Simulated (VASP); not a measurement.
Ge3S, 8 atoms in the cell. It takes space group P6_322 (No. 182, hexagonal). The conventional cell has a = 6.756 Å, b = 6.756 Å, c = 4.265 Å, α = 90.00°, β = 90.00°, γ = 120.00°. Ge (site symmetry 2) has 2 S at 2.73 Å and 6 Ge at 2.79 to 3.11 Å within 3.6 Å. S (site symmetry 32) has 6 Ge at 2.73 Å within 3.6 Å. The cell was built from a structure type or drawn by symmetry, and may not be a known phase.

```yaml
Program: VASP 6.6.1
Task: single point
Functional: PBE
Potentials_or_basis: VASP PAW PBE potentials, release 64 (Ge_d, S)
Cutoff: 520 eV
k_mesh: 6 × 6 × 8
Occupations: gaussian, width 0.1 eV
Spin: no spin polarisation
Dipole_correction: no
Further_INCAR_settings: ALGO = Normal; EDIFF = 1e-06; NBANDS = 58
```

Potentials or basis: VASP PAW PBE potentials, release 64 (Ge_d, S).

The run is started by

```bash
$ cat potpaw_PBE.64/Ge_d/POTCAR potpaw_PBE.64/S/POTCAR > POTCAR
$ mpirun -np 1 vasp_std > vasp.out
```

Hardware: 1 thread of Intel(R) Xeon(R) 6975P-C (Granite Rapids), on a shared host.

Q: How long does it take, and how much memory?

A: Run time: 2.5 min on 1 thread of Intel(R) Xeon(R) 6975P-C (Granite Rapids), on a shared host, peak memory 0.41 GiB. Counts: scf iterations 14, k points 35.
